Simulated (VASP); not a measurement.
# TlPt (P6/mmm) in VASP: single point with PBE+D3(BJ)

Aim: the single point of TlPt with PBE+D3(BJ).

All numbers are computed with VASP 6.6.1; they aren't measurements. Logs are shortened: lines on timing, memory, paths and dates and some standing lists are left out, and cuts for length are marked.

## Step 1: The cell of the first run

Symmetry: P6/mmm, No. 191, hexagonal system. The conventional cell has a = 6.300 Å, b = 6.300 Å, c = 4.096 Å, α = 90.00°, β = 90.00°, γ = 120.00°. Tl (site symmetry mmm) has 6 Pt at 2.74 to 3.15 Å and 4 Tl at 3.15 Å within 3.6 Å. Within 4.2 Å of Pt (site symmetry 6/mmm) lie 6 Tl at 3.15 Å and 14 Pt at 4.10 to 4.17 Å. Pt (site symmetry -6m2) has 6 Tl at 2.74 Å and 3 Pt at 3.64 Å within 3.7 Å.

## Step 2: Single point, PBE+D3(BJ)

INCAR

```
SYSTEM = TlPt
PREC = Accurate ; ENCUT = 520
EDIFF = 1E-6 ; ISMEAR = 0
SIGMA = 0.1 ; LREAL = .False.
LASPH = .True. ; NELM = 60
ALGO = Fast ; ISIF = 2
LWAVE = .False. ; LCHARG = .False.
GGA = PE ; IVDW = 12
NBANDS = 44
```

KPOINTS

```
Automatic mesh
0
Gamma
  6 6 10
  0 0 0
```

POSCAR

```
TlPt
1.0
    6.2999795054      0.0000000000      0.0000000000
   -3.1499897527      5.4559422950      0.0000000000
    0.0000000000      0.0000000000      4.0961541640
Tl Pt
3 3
Direct
    0.0000000000      0.5000000000      0.0000000000
    0.5000000000      0.0000000000      0.0000000000
    0.5000000000      0.5000000000      0.0000000000
    0.0000000000      0.0000000000      0.0000000000
    0.6666666667      0.3333333333      0.5000000000
    0.3333333333      0.6666666667      0.5000000000
```

Potentials or basis: VASP PAW PBE potentials, release 64 (Tl_d, Pt).

On the command line:

```console
cat potpaw_PBE.64/Tl_d/POTCAR potpaw_PBE.64/Pt/POTCAR > POTCAR
mpirun -np 1 vasp_std > vasp.out
```

OUTCAR:

```text
SYSTEM = TlPt
   PREC = Accurate
   ENCUT = 520
   EDIFF = 1E-6
   ISMEAR = 0
   LREAL = .False.
   LASPH = .True.
   NELM = 60
   ISIF = 2
   GGA = PE
   IVDW = 12
 IVDW          = 12

 ion  position               nearest neighbor table
   1  0.000  0.500  0.000-   5 2.74   6 2.74   5 2.74   6 2.74   3 3.15   3 3.15   4 3.15   4 3.15
                             2 3.15   2 3.15
   2  0.500  0.000  0.000-   5 2.74   6 2.74   5 2.74   6 2.74   4 3.15   4 3.15   1 3.15   3 3.15
                             3 3.15   1 3.15
   3  0.500  0.500  0.000-   5 2.74   6 2.74   5 2.74   6 2.74   1 3.15   1 3.15   4 3.15   2 3.15
                             2 3.15   4 3.15
   4  0.000  0.000  0.000-   2 3.15   2 3.15   3 3.15   1 3.15   1 3.15   3 3.15
   5  0.667  0.333  0.500-   1 2.74   1 2.74   2 2.74   2 2.74   3 2.74   3 2.74
   6  0.333  0.667  0.500-   1 2.74   1 2.74   2 2.74   2 2.74   3 2.74   3 2.74

  LATTYP: Found a hexagonal cell.
 ALAT       =     6.2999795054
 C/A-ratio  =     0.6501853158

  Lattice vectors:

 A1 = (   6.2999795054,   0.0000000000,   0.0000000000)
 A2 = (  -3.1499897527,   5.4559422950,   0.0000000000)
 A3 = (   0.0000000000,   0.0000000000,   4.0961541640)

Analysis of symmetry for initial positions (statically):
=====================================================================
 Subroutine PRICEL returns:
 Original cell was already a primitive cell.

 Routine SETGRP: Setting up the symmetry group for a
 hexagonal supercell.

 Subroutine GETGRP returns: Found 24 space group operations
 (whereof 24 operations were pure point group operations)
 out of a pool of 24 trial point group operations.

The static configuration has the point symmetry D_6h.

Analysis of symmetry for dynamics (positions and initial velocities):
=====================================================================
 Subroutine PRICEL returns:
 Original cell was already a primitive cell.

 Routine SETGRP: Setting up the symmetry group for a
 hexagonal supercell.

 Subroutine GETGRP returns: Found 24 space group operations
 (whereof 24 operations were pure point group operations)
 out of a pool of 24 trial point group operations.

The dynamic configuration has the point symmetry D_6h.

 Subroutine INISYM returns: Found 24 space group operations
 (whereof 24 operations are pure point group operations),
 and found     1 'primitive' translations

----------------------------------------------------------------------------------------

                                     Primitive cell

  volume of cell :     140.7943

  direct lattice vectors                    reciprocal lattice vectors
     6.299979505  0.000000000  0.000000000     0.158730675  0.091643198  0.000000000
    -3.149989753  5.455942295  0.000000000     0.000000000  0.183286396  0.000000000
     0.000000000  0.000000000  4.096154164     0.000000000  0.000000000  0.244131436

  length of vectors
     6.299979505  6.299979505  4.096154164     0.183286396  0.183286396  0.244131436

  position of ions in fractional coordinates (direct lattice)
     0.000000000  0.500000000  0.000000000
     0.500000000  0.000000000  0.000000000
     0.500000000  0.500000000  0.000000000
     0.000000000  0.000000000  0.000000000
     0.666666667  0.333333333  0.500000000
     0.333333333  0.666666667  0.500000000

  ion indices of the primitive-cell ions
   primitive index   ion index
                 1           1
                 2           2
                 3           3
                 4           4
                 5           5
                 6           6

----------------------------------------------------------------------------------------

 KPOINTS: Automatic mesh

Automatic generation of k-mesh.
 Grid dimensions read from file:
 generate k-points for:    6    6   10

 Generating k-lattice:

  Cartesian coordinates                     Fractional coordinates (reciprocal lattice)
     0.026455113  0.015273866  0.000000000     0.166666667  0.000000000  0.000000000
     0.000000000  0.030547733  0.000000000     0.000000000  0.166666667  0.000000000
     0.000000000  0.000000000  0.024413144     0.000000000  0.000000000  0.100000000

  Length of vectors
     0.030547733  0.030547733  0.024413144

  Shift w.r.t. Gamma in fractional coordinates (k-lattice)
     0.000000000  0.000000000  0.000000000

 Subroutine IBZKPT returns following result:
 ===========================================

 Found     42 irreducible k-points:

 Following reciprocal coordinates:
            Coordinates               Weight
  0.000000  0.000000  0.000000      1.000000
  0.166667 -0.000000  0.000000      6.000000
  0.333333 -0.000000  0.000000      6.000000
  0.500000 -0.000000  0.000000      3.000000
  0.166667  0.166667  0.000000      6.000000
  0.333333  0.166667  0.000000     12.000000
[... 16 lines left out ...]
  0.166667 -0.000000  0.300000     12.000000
  0.333333 -0.000000  0.300000     12.000000
 [... further k-points ...]
   k-points           NKPTS =     42   k-points in BZ     NKDIM =     42   number of bands    NBANDS=     44
   number of dos      NEDOS =    301   number of ions     NIONS =      6
   total plane-waves  NPLWV =  69120
   dimension x,y,z NGX =    48 NGY =   48 NGZ =   30
   dimension x,y,z NGXF=    96 NGYF=   96 NGZF=   60
   ions per type =               3   3
   NGX,Y,Z   is equivalent  to a cutoff of  12.67, 12.67, 12.18 a.u.
   NGXF,Y,Z  is equivalent  to a cutoff of  25.33, 25.33, 24.35 a.u.
 SYSTEM =  TlPt
   PREC   = accura    normal or accurate (medium, high low for compatibility)
   ISTART =      0    job   : 0-new  1-cont  2-samecut
   ICHARG =      2    charge: 1-file 2-atom 10-const
   ISPIN  =      1    spin polarized calculation?
   LNONCOLLINEAR =      F non collinear calculations
   LSORBIT =      F    spin-orbit coupling
   LASPH  =      T    aspherical Exc in radial PAW
   ENCUT  =  520.0 eV  38.22 Ry    6.18 a.u.  11.71 11.71  7.62*2*pi/ulx,y,z
   NELM   =     60;   NELMIN=  2; NELMDL= -5     # of ELM steps
   EDIFF  = 0.1E-05   stopping-criterion for ELM
   LREAL  =      F    real-space projection
   EDIFFG = 0.1E-04   stopping-criterion for IOM
   NSW    =      0    number of steps for IOM
   IBRION =     -1    ionic relax: 0-MD 1-quasi-New 2-CG
   NFREE  =      0    steps in history (QN), initial steepest desc. (CG)
   ISIF   =      2    stress and relaxation
   ISYM   =      2    0-nonsym 1-usesym 2-fastsym
   POTIM  = 0.5000    time-step for ionic-motion
   TEBEG  =    0.0;   TEEND  =   0.0 temperature during run
   PSTRESS=    0.0 pullay stress
   NELECT =      69.0000    total number of electrons
   NUPDOWN=      -1.0000    fix difference up-down
   EMIN   =  10.00;   EMAX   =-10.00  energy-range for DOS
   EFERMI =   0.00;   METHOD = LEGACY
   ISMEAR =     0;   SIGMA  =   0.10  broadening in eV -4-tet -1-fermi 0-gaus
   EFERMI_NEDOS =   21; number of points for ismear=-14 and -15
   IALGO  =     68    algorithm
   IMIX   =      4    mixing-type and parameters
     AMIX     =   0.40;   BMIX     =  1.00
     AMIX_MAG =   1.60;   BMIX_MAG =  1.00
  volume/ion in A,a.u.               =      23.47       158.35
  Fermi-wavevector in a.u.,A,eV,Ry     =   1.290712  2.439093 22.666467  1.665938
  Thomas-Fermi vector in A             =   2.422527
   LORBIT       =      0    0 simple, 1 ext, 2 COOP (PROOUT), +10 PAW based schemes
   GGA     = PE    functional components
   LHFCALC =     F    Hartree Fock is set to
   AEXX    =    0.0000 exact exchange contribution
   IVDW    =    12    specifies the selected vdW correction
   LEPSILON=     F    determine dielectric tensor
   LRPA    =     F    only Hartree local field effects (RPA)
 non-spin polarized calculation
 RMM-DIIS sequential band-by-band and
 Gauss-broadening in eV      SIGMA  =   0.10
  energy-cutoff  :      520.00
  volume of cell :      140.79
 maximum number of plane-waves:      3824
 NGX is ok and might be reduce to    48
   NGX = 23   NGY = 23   NGZ = 15

 number of electron      69.0000009 magnetization

 Free energy of the ion-electron system (eV)
  ---------------------------------------------------
  ext. energy  EPLUGINS =         0.00000000
  ---------------------------------------------------
  free energy    TOTEN  =       -21.67291327 eV

  energy without entropy =      -21.65279648  energy(sigma->0) =      -21.66285488

 E-fermi :   6.6492     XC(G=0): -10.8367

 val. band max:        6.6455331818   @ k =   0.3333   0.1667   0.5000
 cond. band min:       6.6580616504   @ k =   0.3333   0.3333   0.1000
 fundamental gap:      0.0125284686
 Fermi energy:         6.6492495920

 k-point     1 :       0.0000    0.0000    0.0000
  band No.  band energies     occupation
      1      -5.9823      2.00000
      2      -5.3720      2.00000
      3      -5.3720      2.00000
      4      -5.2701      2.00000
      5      -5.1115      2.00000
      6      -5.1115      2.00000
[... 36 lines left out ...]
     43      14.5738      0.00000
     44      14.9670      0.00000

 k-point     2 :       0.1667   -0.0000    0.0000
  band No.  band energies     occupation
      1      -5.9027      2.00000
      2      -5.3556      2.00000
      3      -5.3057      2.00000
      4      -5.2553      2.00000
      5      -5.1086      2.00000
      6      -5.0942      2.00000
[... 36 lines left out ...]
     43      13.9299      0.00000
     44      14.2043      0.00000

 k-point     3 :       0.3333   -0.0000    0.0000
  band No.  band energies     occupation
      1      -5.7104      2.00000
      2      -5.3004      2.00000
      3      -5.2245      2.00000
      4      -5.1240      2.00000
      5      -5.0997      2.00000
      6      -5.0548      2.00000
[... 36 lines left out ...]
     43      13.3862      0.00000
     44      14.1418      0.00000

 k-point     4 :       0.5000   -0.0000    0.0000
  band No.  band energies     occupation
      1      -5.5909      2.00000
      2      -5.2089      2.00000
      3      -5.1901      2.00000
      4      -5.0924      2.00000
      5      -5.0553      2.00000
      6      -5.0316      2.00000
[... 882 lines left out ...]
     43      13.5420      0.00000
     44      13.5420      0.00000

 k-point    23 :       0.1667   -0.0000    0.3000
  band No.  band energies     occupation
      1      -5.7414      2.00000
      2      -5.5002      2.00000
      3      -5.3508      2.00000
      4      -5.3016      2.00000
      5      -5.0306      2.00000
      6      -4.9875      2.00000
[... 36 lines left out ...]
     43      13.5568      0.00000
     44      13.7474      0.00000

 k-point    24 :       0.3333   -0.0000    0.3000
  band No.  band energies     occupation
      1      -5.5901      2.00000
      2      -5.4273      2.00000
      3      -5.2779      2.00000
      4      -5.1162      2.00000
      5      -5.0825      2.00000
      6      -4.9442      2.00000
[... 36 lines left out ...]
     43      12.5387      0.00000
     44      13.1418      0.00000

 [... further k-points ...]

------------------------ aborting loop because EDIFF is reached ----------------------------------------

 Edisp (eV)   -2.77930

 E8    (eV) :    -1.3677

  FORCE on cell =-STRESS in cart. coord.  units (eV):
  Direction    XX          YY          ZZ          XY          YZ          ZX
  --------------------------------------------------------------------------------------
  -------------------------------------------------------------------------------------
  Total       0.01038     0.01038    -0.03537     0.00000    -0.00000     0.00000
  in kB       0.11811     0.11811    -0.40253     0.00000    -0.00000     0.00000
  external pressure =       -0.06 kB  Pullay stress =        0.00 kB

 VOLUME and BASIS-vectors are now :
 -----------------------------------------------------------------------------
  energy-cutoff  :      520.00
  volume of cell :      140.79
      direct lattice vectors                 reciprocal lattice vectors
     6.299979505  0.000000000  0.000000000     0.158730675  0.091643198  0.000000000
    -3.149989753  5.455942295  0.000000000     0.000000000  0.183286396  0.000000000
     0.000000000  0.000000000  4.096154164     0.000000000  0.000000000  0.244131436

 POSITION                                       TOTAL-FORCE (eV/Angst)
 -----------------------------------------------------------------------------------
     -1.57499      2.72797      0.00000        -0.000000      0.000000      0.000000
      3.14999      0.00000      0.00000        -0.000000      0.000000      0.000000
      1.57499      2.72797      0.00000        -0.000000      0.000000      0.000000
      0.00000      0.00000      0.00000        -0.000000      0.000000      0.000000
      3.14999      1.81865      2.04808         0.000000      0.000000      0.000000
     -0.00000      3.63729      2.04808         0.000000      0.000000      0.000000
 -----------------------------------------------------------------------------------
    total drift:                               -0.000000      0.000000      0.000000

  FREE ENERGIE OF THE ION-ELECTRON SYSTEM (eV)
  ---------------------------------------------------
  free  energy   TOTEN  =       -24.4522122681 eV

  energy  without entropy=      -24.4320954801  energy(sigma->0) =      -24.44215387
```

It took 2 min on 1 thread of Intel Xeon 6975P-C (Granite Rapids), shared host; peak memory 0.38 GiB.

What came out:

| Quantity | Value |
| --- | --- |
| Free energy | -24.4522 eV |
| Pressure | 0.0 GPa |
| Band gap on the k mesh | zero (an odd number of electrons rules out a gap without spin polarisation) |
| Dispersion energy per atom | -0.463 eV |

Levels at points of the mesh, in eV from the Fermi level:
```tsv
k point	band 32	band 33	band 34	band 35	band 36	band 37	band 38	band 39
(0.00, 0.00, 0.00)	-0.86	-0.43	-0.43	-0.22	-0.22	-0.04	0.90	5.05
(0.50, 0.00, 0.00)	-0.96	-0.87	-0.69	1.20	2.00	3.02	3.09	3.60
(0.00, 0.00, 0.50)	-0.99	-0.53	0.84	0.84	1.17	1.17	1.21	1.23
(0.50, 0.00, 0.50)	-1.42	-0.78	-0.76	0.06	0.60	1.20	2.72	2.81
```

Caveat: spin-orbit coupling is left out, which moves the levels of the heavy elements.
